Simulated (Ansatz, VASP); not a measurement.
One calculation of TiRh, two programs

File INCAR:

```
SYSTEM = TiRh
PREC = Accurate
ENCUT = 460
EDIFF = 1E-8
ISMEAR = -1
SIGMA = 0.05
LREAL = .False.
LASPH = .True.
NELM = 120
ALGO = Normal
ISIF = 2
LWAVE = .False.
LCHARG = .False.
LEFG = .True.
NBANDS = 22
GGA_COMPAT = .False.
```

File KPOINTS:

```
Automatic mesh
0
Gamma
  12 12 11
  0 0 0
```

The input POSCAR:

```
TiRh
1.0
    2.2386528970      0.0000000000      0.0000000000
    0.0000000000      2.2386528970      0.0000000000
    0.0000000000      0.0000000000      2.9840251196
Ti Rh
1 1
Direct
    0.5000000000      0.5000000000      0.5000000000
    0.0000000000      0.0000000000      0.0000000000
```

Input for Ansatz:

```yaml
crystal:
  lattice:
    - [2.238652897, 0.0, 0.0]
    - [0.0, 2.238652897, 0.0]
    - [0.0, 0.0, 2.9840251196]
  atoms:
    - { symbol: Ti, position: [0.5, 0.5, 0.5] }
    - { symbol: Rh, position: [0.0, 0.0, 0.0] }
kpoints:
  mp_grid: { grid: [12, 12, 11] }
  band_path:
    path:
      - [0.0, 0.0, 0.0]
      - [0.0, 0.5, 0.0]
      - [0.5, 0.5, 0.0]
      - [0.0, 0.0, 0.0]
      - [0.0, 0.0, 0.5]
      - [0.0, 0.5, 0.5]
      - [0.5, 0.5, 0.5]
      - [0.0, 0.0, 0.5]
      - [0.0, 0.5, 0.0]
    npoints: 6
scf:
  occupations: { method: fermi_dirac, width: 0.05 }
hamiltonian:
  xc: lda
  pseudopotentials: { kind: paw }
output:
  forces: true
  stress: true
  eigenvalues: true
  efg: { contact_densities: true }
  populations: true
```

Change from the starting cell: volume scaled by 0.5, PAW files.

Alike in both runs: task electric field gradients; functional LDA; k mesh 12 × 12 × 11; occupations fermi-dirac, width 0.05 eV; no spin polarisation.

|  | VASP | Ansatz |
| --- | --- | --- |
| version | VASP 6.6.1 | Ansatz 0.2.0 |
| potentials or method | VASP PAW LDA potentials, release 64 (Ti_sv, Rh_sv_GW) | PAW with Ansatz's default frozen-core files, scalar-relativistic |
| plane-wave cutoff (eV) | 460 | 420 |
| valence electrons in the cell | 29 | 29 |

Ansatz gave:

```
size of Vzz on the site where it differs most (V/Å²) : 53.5
```

Task: Estimate VASP's values.

Result: Size of Vzz on the site where it differs most (V/Å²): 51.0.

LDA's correlation is that of Perdew and Zunger in VASP and of Perdew and Wang (1992) in Ansatz.

Noted on VASP's run: the cell as given lies far from equilibrium.
